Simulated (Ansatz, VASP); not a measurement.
# SnO2 in VASP and in Ansatz

```xyz
6
Lattice="4.7602 0.0000 0.0000 0.0000 4.7602 0.0000 0.0000 0.0000 3.2006" Properties=species:S:1:pos:R:3 pbc="T T T"
Sn    0.0000    0.0000   -0.1000
Sn    2.3801    2.3801    1.6003
O     1.4561    1.4561    0.0000
O     0.9240    3.8362    1.6003
O     3.3041    3.3041    0.0000
O     3.8362    0.9240    1.6003
```

Alike in both runs: task single point; functional r2SCAN; k mesh 6 × 6 × 8; occupations gaussian, width 0.05 eV; no spin polarisation.

|  | VASP | Ansatz |
| --- | --- | --- |
| version | VASP 6.6.1 | Ansatz 0.2.0 |
| potentials or method | VASP PAW PBE potentials, release 64 (Sn_d, O), cutoff 520 eV | scalar-relativistic, plane waves, PAW |
| valence electrons in the cell | 52 | 52 |

```tsv
	VASP	Ansatz	Ansatz less VASP
gap on the k mesh at the Fermi level (eV)	1.79	1.77	-0.024
least direct gap on the mesh (eV)	1.79	1.77	-0.024
pressure (GPa)	1.9	0.8	-1.12
traceless stress, the component that is largest in VASP (GPa)	-0.80	-0.78	+0.023
rms of the force components (eV/Å)	0.606	0.579	-0.0266
```

VASP's potentials were made for PBE, not for r2SCAN. Atom by atom the forces differ by 0.030 eV/Å (rms over components). With one functional, cell and mesh, what is left measures potentials, basis and numerics.
